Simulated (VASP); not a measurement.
Here is a VASP 6.6.1 calculation.

Contents of INCAR:

```
ALGO = Normal ; EDIFF = 1E-6
ENCUT = 520 ; ISIF = 2
ISMEAR = -1 ; LASPH = True
LCHARG = True ; LELF = True
LREAL = Auto ; LVHAR = True
LWAVE = False ; NBANDS = 90
NELM = 80 ; PREC = Accurate
SIGMA = 0.05
```

Contents of KPOINTS:

```
k-points
0
Gamma
  3 2 2
```

Contents of POSCAR:

```
K3Cd2Se4O12
1.0
    5.7101419900     -0.0000000100     -0.0000005900
   -5.7101420000      9.8902560300     -0.0000011700
   -0.0000006500     -3.2967501300      6.3302155900
K Cd Se O
3 2 4 12
Direct
    0.8403256887      0.3310834850      0.4414839974
    0.1313727900      0.1319070390      0.5548577583
    1.1188527175      0.7342469823      0.5391644993
   -0.0164789520      0.0002656402      0.0014718283
    0.0145573713      0.5018760759     -0.0039190457
    0.6305333737      0.1470974819      0.8981037791
    0.3657599773      0.3616302940      0.1148822862
    0.6401434214      0.6294064572      0.8982060774
    0.3659566168      0.8713569962      0.0978041311
    0.7844426074      0.0502625252      0.7924386540
    0.6992952414      0.2527069595      0.7667758924
    0.2823207246      0.0133586717      0.7879728757
    0.1957216722      0.4497817039      0.2167265273
    0.7132920065      0.4962966765      0.2157413096
    0.3025533363      0.2535568035      0.2408910808
    0.8401276323      0.5629445924      0.7836845497
    0.6749022198      0.7457043954      0.7949399510
    0.3059577129      0.4753514843      0.7826358623
    0.1713864912      0.9423305175      0.2065443404
    0.7007472445      1.0238682542      0.2222716733
    0.3189319146      0.7534918372      0.2023068648
```

Potentials or basis: VASP PAW LDA potentials, release 64 (K_sv, Cd, Se, O).

Command:

```bash
$ cat potpaw_LDA.64/K_sv/POTCAR potpaw_LDA.64/Cd/POTCAR potpaw_LDA.64/Se/POTCAR potpaw_LDA.64/O/POTCAR > POTCAR
$ mpirun -np 1 vasp_std > vasp.out
```

Question: Predict the pressure.

Answer: -1.2 GPa.

Question: Predict the largest force.

Answer: 0.306 eV/Å.

Question: Predict the band gap on the k mesh.

Answer: Zero (an odd number of electrons rules out a gap without spin polarisation).

Stress tensor (GPa, compression positive):
```
-1.34 -0.08 -0.14
-0.08 -0.99  0.35
-0.14  0.35 -1.24
```

Caveat: the k points lie up to 0.46 Å⁻¹ apart, too coarse for converged energies and pressures of a metal; an odd number of electrons without spin polarisation forces a metal; a magnetic or distorted state may lie lower.
